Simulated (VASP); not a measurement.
# Cd3Se2S in VASP: further runs, part 2 of 2

VASP 6.6.1. The steps go on from the part before.

## 3. Single point, PBE

This run uses another cell than the first one: it holds 6 atoms, not 12.

File INCAR:

```
SYSTEM = Cd3Se2S
ALGO = Normal
EDIFF = 1E-7
ENCUT = 520
GGA = PE
ISIF = 2
ISMEAR = 0
LASPH = .TRUE.
LCHARG = .FALSE.
LREAL = .FALSE.
LWAVE = .FALSE.
NBANDS = 36
NELM = 80
PREC = Accurate
SIGMA = 0.02
```

File KPOINTS:

```
k-points
0
G
  12 12 4
  0 0 0
```

File POSCAR:

```
Cd3Se2S
1.0
    4.3155830547      0.0000000000      0.0000000000
   -2.1577915274      3.7374045575      0.0000000000
    0.0000000000      0.0000000000     10.5861013924
Cd Se S
3 2 1
Direct
    0.0000000000      0.0000000000      1.0002903371
    0.3333333333      0.6666666667      0.6578385609
    0.6666666667      0.3333333333      0.3424175690
    0.3333333333      0.6666666667      0.9113255811
    0.0000000000      0.0000000000      0.2531820092
    0.6666666667      0.3333333333      0.5849459427
```

Potentials or basis: VASP PAW PBE potentials, release 64 (Cd, Se, S).

On the command line:

```
$ cat potpaw_PBE.64/Cd/POTCAR potpaw_PBE.64/Se/POTCAR potpaw_PBE.64/S/POTCAR > POTCAR
$ mpirun -np 1 vasp_std > vasp.out
```

OUTCAR:

```text
SYSTEM = Cd3Se2S
   EDIFF = 1E-7
   ENCUT = 520
   GGA = PE
   ISIF = 2
   ISMEAR = 0
   LASPH = .TRUE.
   LREAL = .FALSE.
   NELM = 80
   PREC = Accurate

 ion  position               nearest neighbor table
   1  0.000  0.000  0.000-   4 2.66   4 2.66   4 2.66   5 2.68
   2  0.333  0.667  0.658-   6 2.61   6 2.61   6 2.61   4 2.68
   3  0.667  0.333  0.342-   6 2.57   5 2.66   5 2.66   5 2.66
   4  0.333  0.667  0.911-   1 2.66   1 2.66   1 2.66   2 2.68
   5  0.000  0.000  0.253-   3 2.66   3 2.66   3 2.66   1 2.68
   6  0.667  0.333  0.585-   3 2.57   2 2.61   2 2.61   2 2.61

  LATTYP: Found a hexagonal cell.
 ALAT       =     4.3155830547
 C/A-ratio  =     2.4529944757

  Lattice vectors:

 A1 = (   4.3155830547,   0.0000000000,   0.0000000000)
 A2 = (  -2.1577915274,   3.7374045575,   0.0000000000)
 A3 = (   0.0000000000,   0.0000000000,  10.5861013924)

Analysis of symmetry for initial positions (statically):
=====================================================================
 Subroutine PRICEL returns:
 Original cell was already a primitive cell.

 Routine SETGRP: Setting up the symmetry group for a
 hexagonal supercell.
[... 171 lines left out ...]
  free energy    TOTEN  =       -17.10533776 eV

  energy without entropy =      -17.10533776  energy(sigma->0) =      -17.10533776

 E-fermi :   0.8577     XC(G=0):  -8.7331

 val. band max:        0.7337385290   @ k =   0.0000   0.0000   0.0000
 cond. band min:       1.2949964322   @ k =   0.0000   0.0000   0.0000
 fundamental gap:      0.5612579032
 Fermi energy:         0.8577485529

 k-point     1 :       0.0000    0.0000    0.0000
  band No.  band energies     occupation
      1     -11.5867      2.00000
      2     -11.3549      2.00000
      3     -11.2900      2.00000
      4      -7.0887      2.00000
      5      -7.0887      2.00000
      6      -7.0648      2.00000
[... 925 lines left out ...]
     35       7.3868      0.00000
     36       7.4618      0.00000

 [... further k-points ...]
[... 5 lines left out ...]
  --------------------------------------------------------------------------------------
  -------------------------------------------------------------------------------------
  Total        0.2803703      0.2803703      0.2832031     -0.0000000      0.0000000      0.0000000
  in kB        2.6308557      2.6308557      2.6574367     -0.0000000      0.0000000      0.0000000
  external PRESSURE =       2.6397160 kB  Pullay stress =       0.0000000 kB

 VOLUME and BASIS-vectors are now :
 -----------------------------------------------------------------------------
  energy-cutoff  :      520.00
  volume of cell :      170.74
      direct lattice vectors                 reciprocal lattice vectors
     4.315583055  0.000000000  0.000000000     0.231718400  0.133782681  0.000000000
    -2.157791527  3.737404558  0.000000000     0.000000000  0.267565361  0.000000000
     0.000000000  0.000000000 10.586101392     0.000000000  0.000000000  0.094463482

 POSITION                                       TOTAL-FORCE (eV/Angst)
 -----------------------------------------------------------------------------------
      0.00000      0.00000      0.00307        -0.000000      0.000000      0.001398
     -0.00000      2.49160      6.96395        -0.000000     -0.000000     -0.001486
      2.15779      1.24580      3.62487         0.000000     -0.000000     -0.000297
     -0.00000      2.49160      9.64739        -0.000000      0.000000     -0.002283
      0.00000      0.00000      2.68021        -0.000000      0.000000     -0.003386
      2.15779      1.24580      6.19230         0.000000      0.000000      0.006055
 -----------------------------------------------------------------------------------
    total drift:                               -0.000002      0.000001     -0.000021

  FREE ENERGIE OF THE ION-ELECTRON SYSTEM (eV)
  ---------------------------------------------------
  free  energy   TOTEN  =       -17.1053377608 eV

  energy  without entropy=      -17.1053377608  energy(sigma->0) =      -17.10533776
```

OSZICAR:

```text
N       E                     dE             d eps       ncg     rms          rms(c)
DAV:   1     0.377489072636E+03    0.37749E+03   -0.25844E+04  4976   0.135E+03
DAV:   2     0.517666283002E+01   -0.37231E+03   -0.36075E+03  5460   0.334E+02
DAV:   3    -0.181666588663E+02   -0.23343E+02   -0.23209E+02  5844   0.815E+01
DAV:   4    -0.184341045055E+02   -0.26745E+00   -0.26713E+00  5764   0.837E+00
DAV:   5    -0.184372576757E+02   -0.31532E-02   -0.31529E-02  5772   0.886E-01    0.106E+01
DAV:   6    -0.171435983523E+02    0.12937E+01   -0.25359E+00  6180   0.126E+01    0.846E+00
DAV:   7    -0.171120843649E+02    0.31514E-01   -0.98840E-01  5444   0.430E+00    0.348E+00
DAV:   8    -0.171052390503E+02    0.68453E-02   -0.11630E-01  5776   0.277E+00    0.560E-01
DAV:   9    -0.171048230066E+02    0.41604E-03   -0.18855E-02  5520   0.125E+00    0.156E-01
DAV:  10    -0.171050557618E+02   -0.23276E-03   -0.16289E-03  5584   0.332E-01    0.103E-01
DAV:  11    -0.171052438488E+02   -0.18809E-03   -0.22244E-04  5556   0.778E-02    0.429E-02
DAV:  12    -0.171053263229E+02   -0.82474E-04   -0.89025E-05  5448   0.498E-02    0.110E-02
DAV:  13    -0.171053365871E+02   -0.10264E-04   -0.16784E-05  5684   0.255E-02    0.452E-03
DAV:  14    -0.171053373847E+02   -0.79760E-06   -0.18782E-06  5776   0.103E-02    0.320E-03
DAV:  15    -0.171053377820E+02   -0.39725E-06   -0.56758E-07  4876   0.414E-03    0.858E-04
DAV:  16    -0.171053377608E+02    0.21140E-07   -0.84044E-08  4136   0.176E-03
   1 F= -.17105338E+02 E0= -.17105338E+02  d E =-.787182E-21
```

It took 6.2 min on 1 thread of Intel Xeon Platinum 8488C (Sapphire Rapids), shared host; peak memory 0.51 GiB.

Results:

* Free energy: -17.1053 eV
* Pressure: 0.3 GPa
* Largest force: 0.006 eV/Å
* Band gap on the k mesh: 0.56 eV

Forces in eV/Å, atoms in the order of the input:
```
Cd   0.000  0.000  0.001
Cd   0.000  0.000 -0.001
Cd   0.000  0.000  0.000
Se   0.000  0.000 -0.002
Se   0.000  0.000 -0.003
S    0.000  0.000  0.006
```

Caveat: semilocal functionals underestimate gaps, and a narrow one can read as zero.
